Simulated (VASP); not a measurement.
KF:

```xyz
2
Lattice="3.2908 0.0000 0.0000 0.0000 3.1789 0.0000 0.0000 0.0000 3.1789" Properties=species:S:1:pos:R:3 pbc="T T T"
K     0.0000    0.0000    0.0000
F     1.6454    1.5894    1.5894
```

This cell differs from its parent crystal: uniaxial x strain +3.5%.

Base run:

- Program: VASP 6.6.1
- Functional: PBE
- Potentials or basis: VASP PAW PBE potentials, release 64 (K_sv, F)
- Cutoff: 520 eV
- k mesh: 8 × 8 × 8
- Occupations: fermi-dirac, width 0.02 eV
- Spin: no spin polarisation

Its results: band gap on the k mesh 6.49 eV, indirect (least direct gap 6.53 eV); pressure 1.5 GPa.

Problem. The run is repeated on the same cell with these changes: functional from PBE to r2SCAN; occupations from fermi-dirac, width 0.02 eV to gaussian, width 0.01 eV. What comes out?

Solution. Band gap on the k mesh 7.40 eV, indirect (least direct gap 7.44 eV); pressure -1.4 GPa.

Caveats: the PAW data sets were made with another functional, which shifts forces and pressure a little (some runs).

A k mesh can miss the band edges.
